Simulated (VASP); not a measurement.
# HgTe (Pm-3m) in VASP: notebook

Aim: see how the results for HgTe move with the level of theory and the settings. Levels: PBEsol, r2SCAN, PBE. Tasks: single point.

All numbers are computed with VASP 6.6.1; they aren't measurements. Logs are shortened: lines on timing, memory, paths and dates and some standing lists are left out, and cuts for length are marked.

## Step 1: The cell of the first run

Symmetry: Pm-3m, No. 221, cubic system. The conventional cell has a = 3.790 Å, b = 3.790 Å, c = 3.790 Å, α = 90.00°, β = 90.00°, γ = 90.00°. Hg (site symmetry m-3m) has 8 Te at 3.28 Å and 6 Hg at 3.79 Å within 4.3 Å. Te (site symmetry m-3m) has 8 Hg at 3.28 Å and 6 Te at 3.79 Å within 4.3 Å.

## Step 2: Single point, PBEsol

File INCAR:

```
  PREC = Accurate
  ENCUT = 500
  EDIFF = 1E-6
  ISMEAR = -1
  SIGMA = 0.02
  LREAL = False
  LASPH = True
  NELM = 120
  ALGO = Normal
  ISIF = 2
  LWAVE = False
  LCHARG = False
  GGA = PS
  NBANDS = 16
  GGA_COMPAT = False
```

File KPOINTS:

```
Automatic mesh
0
Gamma
  6 6 6
```

File POSCAR:

```
HgTe
1.0
    3.7903382849      0.0000000000      0.0000000000
    0.0000000000      3.7903382849      0.0000000000
    0.0000000000      0.0000000000      3.7903382849
Hg Te
1 1
Direct
    0.0000000000      0.0000000000      0.0000000000
    0.5000000000      0.5000000000      0.5000000000
```

Potentials or basis: VASP PAW PBE potentials, release 64 (Hg, Te).

Started as:

```bash
> cat potpaw_PBE.64/Hg/POTCAR potpaw_PBE.64/Te/POTCAR > POTCAR
> mpirun -np 1 vasp_std > vasp.out
```

OUTCAR:

```text
PREC = Accurate
   ENCUT = 500
   EDIFF = 1E-6
   ISMEAR = -1
   LREAL = False
   LASPH = True
   NELM = 120
   ISIF = 2
   GGA = PS

 ion  position               nearest neighbor table
   1  0.000  0.000  0.000-   2 3.28   2 3.28   2 3.28   2 3.28   2 3.28   2 3.28   2 3.28   2 3.28

   2  0.500  0.500  0.500-   1 3.28   1 3.28   1 3.28   1 3.28   1 3.28   1 3.28   1 3.28   1 3.28

  LATTYP: Found a simple cubic cell.
 ALAT       =     3.7903382849

  Lattice vectors:

 A1 = (   3.7903382849,   0.0000000000,   0.0000000000)
 A2 = (   0.0000000000,   3.7903382849,   0.0000000000)
 A3 = (   0.0000000000,   0.0000000000,   3.7903382849)

Analysis of symmetry for initial positions (statically):
=====================================================================
 Subroutine PRICEL returns:
 Original cell was already a primitive cell.

 Routine SETGRP: Setting up the symmetry group for a
 simple cubic supercell.

 Subroutine GETGRP returns: Found 48 space group operations
 (whereof 48 operations were pure point group operations)
 out of a pool of 48 trial point group operations.

The static configuration has the point symmetry O_h .

Analysis of symmetry for dynamics (positions and initial velocities):
=====================================================================
 Subroutine PRICEL returns:
 Original cell was already a primitive cell.

 Routine SETGRP: Setting up the symmetry group for a
 simple cubic supercell.

 Subroutine GETGRP returns: Found 48 space group operations
 (whereof 48 operations were pure point group operations)
 out of a pool of 48 trial point group operations.

The dynamic configuration has the point symmetry O_h .

 Subroutine INISYM returns: Found 48 space group operations
 (whereof 48 operations are pure point group operations),
 and found     1 'primitive' translations

----------------------------------------------------------------------------------------

                                     Primitive cell

  volume of cell :      54.4545

  direct lattice vectors                    reciprocal lattice vectors
     3.790338285  0.000000000  0.000000000     0.263828694  0.000000000  0.000000000
     0.000000000  3.790338285  0.000000000     0.000000000  0.263828694  0.000000000
     0.000000000  0.000000000  3.790338285     0.000000000  0.000000000  0.263828694

  length of vectors
     3.790338285  3.790338285  3.790338285     0.263828694  0.263828694  0.263828694

  position of ions in fractional coordinates (direct lattice)
[... 74 lines left out ...]
   EDIFF  = 0.1E-05   stopping-criterion for ELM
   LREAL  =      F    real-space projection
   EDIFFG = 0.1E-04   stopping-criterion for IOM
   NSW    =      0    number of steps for IOM
   IBRION =     -1    ionic relax: 0-MD 1-quasi-New 2-CG
   NFREE  =      0    steps in history (QN), initial steepest desc. (CG)
   ISIF   =      2    stress and relaxation
   ISYM   =      2    0-nonsym 1-usesym 2-fastsym
   POTIM  = 0.5000    time-step for ionic-motion
   TEBEG  =    0.0;   TEEND  =   0.0 temperature during run
   PSTRESS=    0.0 pullay stress
   NELECT =      18.0000    total number of electrons
   NUPDOWN=      -1.0000    fix difference up-down
   EMIN   =  10.00;   EMAX   =-10.00  energy-range for DOS
   EFERMI =   0.00;   METHOD = LEGACY
   ISMEAR =    -1;   SIGMA  =   0.02  broadening in eV -4-tet -1-fermi 0-gaus
   EFERMI_NEDOS =   21; number of points for ismear=-14 and -15
   IALGO  =     38    algorithm
   IMIX   =      4    mixing-type and parameters
     AMIX     =   0.40;   BMIX     =  1.00
     AMIX_MAG =   1.60;   BMIX_MAG =  1.00
  volume/ion in A,a.u.               =      27.23       183.74
  Fermi-wavevector in a.u.,A,eV,Ry     =   1.131934  2.139045 17.432793  1.281274
  Thomas-Fermi vector in A             =   2.268634
   LORBIT       =      0    0 simple, 1 ext, 2 COOP (PROOUT), +10 PAW based schemes
   GGA     = PS    functional components
   LHFCALC =     F    Hartree Fock is set to
   AEXX    =    0.0000 exact exchange contribution
   IVDW    =     0    specifies the selected vdW correction
   LEPSILON=     F    determine dielectric tensor
   LRPA    =     F    only Hartree local field effects (RPA)
 non-spin polarized calculation
  energy-cutoff  :      500.00
  volume of cell :       54.45
 maximum number of plane-waves:      1409
 NGX is ok and might be reduce to    28
   NGX = 13   NGY = 13   NGZ = 13

 number of electron      18.0000002 magnetization

 Free energy of the ion-electron system (eV)
  ---------------------------------------------------
  ext. energy  EPLUGINS =         0.00000000
  ---------------------------------------------------
  free energy    TOTEN  =        -3.67812656 eV

  energy without entropy =       -3.67537841  energy(sigma->0) =       -3.67675248

 E-fermi :   4.6439     XC(G=0): -10.3644

 val. band max:        4.6403352442   @ k =   0.3333   0.3333   0.0000
 cond. band min:       4.6977833259   @ k =   0.3333   0.3333   0.1667
 fundamental gap:      0.0574480817
 Fermi energy:         4.6438996354

 k-point     1 :       0.0000    0.0000    0.0000
  band No.  band energies     occupation
      1      -7.5853      2.00000
      2      -1.9219      2.00000
      3      -1.9219      2.00000
      4      -1.4409      2.00000
      5      -1.4409      2.00000
      6      -1.4409      2.00000
[... 357 lines left out ...]
      3      -2.2706      2.00000
      4      -2.2706      2.00000
      5      -1.1977      2.00000
      6      -1.1977      2.00000
[... 8 lines left out ...]
     15      21.0219      0.00000
     16      21.0305      0.00000

------------------------ aborting loop because EDIFF is reached ----------------------------------------

  FORCE on cell =-STRESS in cart. coord.  units (eV):
  Direction    XX          YY          ZZ          XY          YZ          ZX
  --------------------------------------------------------------------------------------
  -------------------------------------------------------------------------------------
  Total       -0.9746504     -0.9746504     -0.9746504     -0.0000000      0.0000000     -0.0000000
  in kB      -28.6764607    -28.6764607    -28.6764607     -0.0000000      0.0000000     -0.0000000
  external PRESSURE =     -28.6764607 kB  Pullay stress =       0.0000000 kB

 VOLUME and BASIS-vectors are now :
 -----------------------------------------------------------------------------
  energy-cutoff  :      500.00
  volume of cell :       54.45
      direct lattice vectors                 reciprocal lattice vectors
     3.790338285  0.000000000  0.000000000     0.263828694  0.000000000  0.000000000
     0.000000000  3.790338285  0.000000000     0.000000000  0.263828694  0.000000000
     0.000000000  0.000000000  3.790338285     0.000000000  0.000000000  0.263828694

 POSITION                                       TOTAL-FORCE (eV/Angst)
 -----------------------------------------------------------------------------------
      0.00000      0.00000      0.00000         0.000000      0.000000      0.000000
      1.89517      1.89517      1.89517         0.000000      0.000000      0.000000
 -----------------------------------------------------------------------------------
    total drift:                               -0.000000      0.000000     -0.000000

  FREE ENERGIE OF THE ION-ELECTRON SYSTEM (eV)
  ---------------------------------------------------
  free  energy   TOTEN  =        -3.6781265571 eV

  energy  without entropy=       -3.6753784052  energy(sigma->0) =       -3.67675248
```

OSZICAR:

```text
N       E                     dE             d eps       ncg     rms          rms(c)
DAV:   1     0.993920017018E+02    0.99392E+02   -0.81618E+03   648   0.972E+02
DAV:   2    -0.612511545815E+00   -0.10000E+03   -0.93057E+02   728   0.226E+02
DAV:   3    -0.377625923313E+01   -0.31637E+01   -0.31522E+01   824   0.414E+01
DAV:   4    -0.379552265772E+01   -0.19263E-01   -0.19262E-01   808   0.305E+00
DAV:   5    -0.379581331601E+01   -0.29066E-03   -0.29066E-03   848   0.351E-01    0.686E+00
DAV:   6    -0.368507142238E+01    0.11074E+00   -0.22537E-01   736   0.603E+00    0.493E+00
DAV:   7    -0.367900960033E+01    0.60618E-02   -0.34711E-02   800   0.139E+00    0.170E+00
DAV:   8    -0.367812461536E+01    0.88498E-03   -0.44772E-03   752   0.791E-01    0.162E-01
DAV:   9    -0.367811069182E+01    0.13924E-04   -0.18515E-04   864   0.130E-01    0.754E-02
DAV:  10    -0.367812288016E+01   -0.12188E-04   -0.19939E-05   816   0.357E-02    0.363E-02
DAV:  11    -0.367812652425E+01   -0.36441E-05   -0.35065E-06   752   0.144E-02    0.132E-03
DAV:  12    -0.367812655711E+01   -0.32862E-07   -0.11902E-07   432   0.271E-03
   1 F= -.36781266E+01 E0= -.36767525E+01  d E =-.274815E-02
```

Run time: 6.6 s. Hardware: 1 thread of Intel Xeon 6975P-C (Granite Rapids), shared host; peak memory 0.16 GiB.

What came out:

* Free energy: -3.6781 eV
* Pressure: -2.9 GPa
* Band gap on the k mesh: zero (bands 9 and 10 overlap by 1.82 eV)

Caveat: the PAW data sets were made with another functional, which shifts forces and pressure a little; spin-orbit coupling is left out, which moves the levels of the heavy elements.

## Step 3: Single point, r2SCAN

POSCAR is that of step 2.

File INCAR.step1:

```
PREC = Accurate
ENCUT = 550
ISMEAR = -1
SIGMA = 0.02
LREAL = F
LASPH = T
NELM = 120
NBANDS = 16
GGA = PE
ALGO = Normal
EDIFF = 1E-5
LWAVE = T
LCHARG = F
GGA_COMPAT = F
```

File INCAR.step2:

```
PREC = Accurate
ENCUT = 550
EDIFF = 1E-6
ISMEAR = -1
SIGMA = 0.02
LREAL = F
LASPH = T
NELM = 120
ALGO = Normal
ISIF = 2
LWAVE = F
LCHARG = F
METAGGA = R2SCAN
LMIXTAU = T
NBANDS = 16
ISTART = 1
GGA_COMPAT = F
```

KPOINTS is that of step 2.

Potentials or basis: VASP PAW PBE potentials, release 64 (Hg, Te).

Started as:

```bash
> cat potpaw_PBE.64/Hg/POTCAR potpaw_PBE.64/Te/POTCAR > POTCAR
> cp INCAR.step1 INCAR
> mpirun -np 1 vasp_std > vasp.out
> cp INCAR.step2 INCAR
> mpirun -np 1 vasp_std > vasp.out
```

OUTCAR:

```text
PREC = Accurate
   ENCUT = 550
   EDIFF = 1E-6
   ISMEAR = -1
   LREAL = F
   LASPH = T
   NELM = 120
   ISIF = 2
   METAGGA = R2SCAN
   ISTART = 1

 ion  position               nearest neighbor table
   1  0.000  0.000  0.000-   2 3.28   2 3.28   2 3.28   2 3.28   2 3.28   2 3.28   2 3.28   2 3.28

   2  0.500  0.500  0.500-   1 3.28   1 3.28   1 3.28   1 3.28   1 3.28   1 3.28   1 3.28   1 3.28

  LATTYP: Found a simple cubic cell.
 ALAT       =     3.7903382849

  Lattice vectors:

 A1 = (   3.7903382849,   0.0000000000,   0.0000000000)
 A2 = (   0.0000000000,   3.7903382849,   0.0000000000)
 A3 = (   0.0000000000,   0.0000000000,   3.7903382849)

Analysis of symmetry for initial positions (statically):
=====================================================================
 Subroutine PRICEL returns:
 Original cell was already a primitive cell.

 Routine SETGRP: Setting up the symmetry group for a
 simple cubic supercell.

 Subroutine GETGRP returns: Found 48 space group operations
 (whereof 48 operations were pure point group operations)
 out of a pool of 48 trial point group operations.

The static configuration has the point symmetry O_h .

Analysis of symmetry for dynamics (positions and initial velocities):
=====================================================================
 Subroutine PRICEL returns:
 Original cell was already a primitive cell.

 Routine SETGRP: Setting up the symmetry group for a
 simple cubic supercell.

 Subroutine GETGRP returns: Found 48 space group operations
 (whereof 48 operations were pure point group operations)
 out of a pool of 48 trial point group operations.

The dynamic configuration has the point symmetry O_h .

 Subroutine INISYM returns: Found 48 space group operations
 (whereof 48 operations are pure point group operations),
 and found     1 'primitive' translations

----------------------------------------------------------------------------------------

                                     Primitive cell
[... 105 lines left out ...]
     AMIX     =   0.40;   BMIX     =  1.00
     AMIX_MAG =   1.60;   BMIX_MAG =  1.00
  volume/ion in A,a.u.               =      27.23       183.74
  Fermi-wavevector in a.u.,A,eV,Ry     =   1.131934  2.139045 17.432793  1.281274
  Thomas-Fermi vector in A             =   2.268634
   LORBIT       =      0    0 simple, 1 ext, 2 COOP (PROOUT), +10 PAW based schemes
   METAGGA = R2SCAN    functional components
   LHFCALC =     F    Hartree Fock is set to
   AEXX    =    0.0000 exact exchange contribution
   IVDW    =     0    specifies the selected vdW correction
   LEPSILON=     F    determine dielectric tensor
   LRPA    =     F    only Hartree local field effects (RPA)
 non-spin polarized calculation
  energy-cutoff  :      550.00
  volume of cell :       54.45
 maximum number of plane-waves:      1628
 NGX is ok and might be reduce to    30
   NGX = 15   NGY = 15   NGZ = 15

 number of electron      18.0000008 magnetization

 Free energy of the ion-electron system (eV)
  ---------------------------------------------------
  ext. energy  EPLUGINS =         0.00000000
  ---------------------------------------------------
  free energy    TOTEN  =       -74.22879131 eV

  energy without entropy =      -74.22578604  energy(sigma->0) =      -74.22728867

 E-fermi :   4.7344     XC(G=0): -10.7252

 val. band max:        4.5125345944   @ k =   0.5000   0.5000   0.1667
 cond. band min:       4.7357969842   @ k =   0.3333   0.3333   0.0000
 fundamental gap:      0.2232623898
 Fermi energy:         4.7343811759

 k-point     1 :       0.0000    0.0000    0.0000
  band No.  band energies     occupation
      1      -7.9980      2.00000
      2      -2.2575      2.00000
      3      -2.2575      2.00000
      4      -1.7970      2.00000
      5      -1.7970      2.00000
      6      -1.7970      2.00000
[... 357 lines left out ...]
      3      -2.6167      2.00000
      4      -2.6167      2.00000
      5      -1.5642      2.00000
      6      -1.5642      2.00000
[... 8 lines left out ...]
     15      22.0243      0.00000
     16      22.2797      0.00000

------------------------ aborting loop because EDIFF is reached ----------------------------------------

  FORCE on cell =-STRESS in cart. coord.  units (eV):
  Direction    XX          YY          ZZ          XY          YZ          ZX
  --------------------------------------------------------------------------------------
  -------------------------------------------------------------------------------------
  Total        0.0479649      0.0479649      0.0479649      0.0000000      0.0000000      0.0000000
  in kB        1.4112383      1.4112383      1.4112383      0.0000000      0.0000000      0.0000000
  external PRESSURE =       1.4112383 kB  Pullay stress =       0.0000000 kB

 VOLUME and BASIS-vectors are now :
 -----------------------------------------------------------------------------
  energy-cutoff  :      550.00
  volume of cell :       54.45
      direct lattice vectors                 reciprocal lattice vectors
     3.790338285  0.000000000  0.000000000     0.263828694  0.000000000  0.000000000
     0.000000000  3.790338285  0.000000000     0.000000000  0.263828694  0.000000000
     0.000000000  0.000000000  3.790338285     0.000000000  0.000000000  0.263828694

 POSITION                                       TOTAL-FORCE (eV/Angst)
 -----------------------------------------------------------------------------------
      0.00000      0.00000      0.00000         0.000000      0.000000      0.000000
      1.89517      1.89517      1.89517         0.000000      0.000000      0.000000
 -----------------------------------------------------------------------------------
    total drift:                                0.000000     -0.000000     -0.000000

  FREE ENERGIE OF THE ION-ELECTRON SYSTEM (eV)
  ---------------------------------------------------
  free  energy   TOTEN  =       -74.2287913072 eV

  energy  without entropy=      -74.2257860388  energy(sigma->0) =      -74.22728867
```

OSZICAR.step1:

```text
N       E                     dE             d eps       ncg     rms          rms(c)
DAV:   1     0.106534204543E+03    0.10653E+03   -0.84675E+03   648   0.104E+03
DAV:   2     0.650526439298E+00   -0.10588E+03   -0.98459E+02   704   0.234E+02
DAV:   3    -0.291277834444E+01   -0.35633E+01   -0.35481E+01   808   0.438E+01
DAV:   4    -0.293827167735E+01   -0.25493E-01   -0.25490E-01   760   0.337E+00
DAV:   5    -0.293868656161E+01   -0.41488E-03   -0.41488E-03   856   0.426E-01    0.665E+00
DAV:   6    -0.284066902930E+01    0.98018E-01   -0.19254E-01   712   0.555E+00    0.480E+00
DAV:   7    -0.283736663532E+01    0.33024E-02   -0.31788E-02   744   0.131E+00    0.162E+00
DAV:   8    -0.283711010705E+01    0.25653E-03   -0.35056E-03   768   0.682E-01    0.144E-01
DAV:   9    -0.283714036591E+01   -0.30259E-04   -0.15363E-04   832   0.106E-01    0.619E-02
DAV:  10    -0.283716317901E+01   -0.22813E-04   -0.27861E-05   752   0.400E-02    0.308E-02
DAV:  11    -0.283716862628E+01   -0.54473E-05   -0.63029E-06   424   0.203E-02
   1 F= -.28371686E+01 E0= -.28358127E+01  d E =-.271176E-02
```

It took 36 s on 1 thread of Intel Xeon 6975P-C (Granite Rapids), shared host; peak memory 0.18 GiB.

Results:

| Property | Result |
| --- | --- |
| Free energy | -74.2288 eV |
| Pressure | 0.1 GPa |
| Band gap on the k mesh | zero (bands 9 and 10 overlap by 1.85 eV) |

Caveat: the PAW data sets were made with another functional, which shifts forces and pressure a little; spin-orbit coupling is left out, which moves the levels of the heavy elements.

## Step 4: Single point, PBE, non-collinear spin, zero start, spin-orbit coupling

File INCAR:

```
PREC     = Accurate       # precision mode
ENCUT    = 500            # plane-wave cutoff, eV
EDIFF    = 1E-6           # SCF threshold, eV
ISMEAR   = -1             # smearing method
SIGMA    = 0.02           # smearing width, eV
LREAL    = F              # projectors in reciprocal space
LASPH    = T              # aspherical terms in the spheres
NELM     = 200            # most SCF steps
ALGO     = Normal         # electronic algorithm
ISIF     = 2              # what is computed and relaxed
LWAVE    = F              # write WAVECAR
LCHARG   = T              # write CHGCAR
LNONCOLLINEAR= T              # non-collinear magnetism
MAGMOM   = 0 0 0 0 0 0    # initial moments
LORBIT   = 11             # projections on sites
LSORBIT  = T              # spin-orbit coupling
GGA_COMPAT= F            
LORBMOM  = T            
GGA      = PE             # functional
LVHAR    = T            
NBANDS   = 30             # bands
```

File KPOINTS:

```
regular mesh
0
Gamma
  4 4 4
```

POSCAR is that of step 3.

Started as:

```bash
> cat potpaw_PBE.64/Hg/POTCAR potpaw_PBE.64/Te/POTCAR > POTCAR
> mpirun -np 1 vasp_ncl > vasp.out
```

Wall time 17 s (1 thread of Intel Xeon 6975P-C (Granite Rapids), shared host); peak memory 0.24 GiB.

Results (log left out):

- Free energy: -3.1919 eV
- Pressure: 0.9 GPa
- Net moment: 0.00 μB per cell
- Valence electrons inside the program's atomic spheres: Hg 10.46; Te 3.21

Moments on the atoms (μB; x, y, z):
```
Hg  0.00 0.00 0.00
Te  0.00 0.00 0.00
```

Caveat: the k points lie up to 0.41 Å⁻¹ apart.

## Step 5: The runs side by side

```tsv
level	spin	k mesh	cutoff (eV)	gap on the mesh (eV)	pressure (GPa)
PBEsol	off	6 × 6 × 6	500	none	-2.9
r2SCAN	off	6 × 6 × 6	550	none	0.1
PBE	non-collinear, zero start, SOC	4 × 4 × 4	500	-	0.9
```

Alike in all rows: task single point; potentials or basis VASP PAW PBE potentials, release 64 (Hg, Te); cell as given; smearing fermi-dirac 0.02 eV.

Caveats: some runs use coarse meshes; the PAW data sets were made with another functional, which shifts forces and pressure a little (at least some runs); spin-orbit coupling is left out, which moves the levels of the heavy elements (at least some runs).

Absolute energies hang on the potentials; compare differences alone.
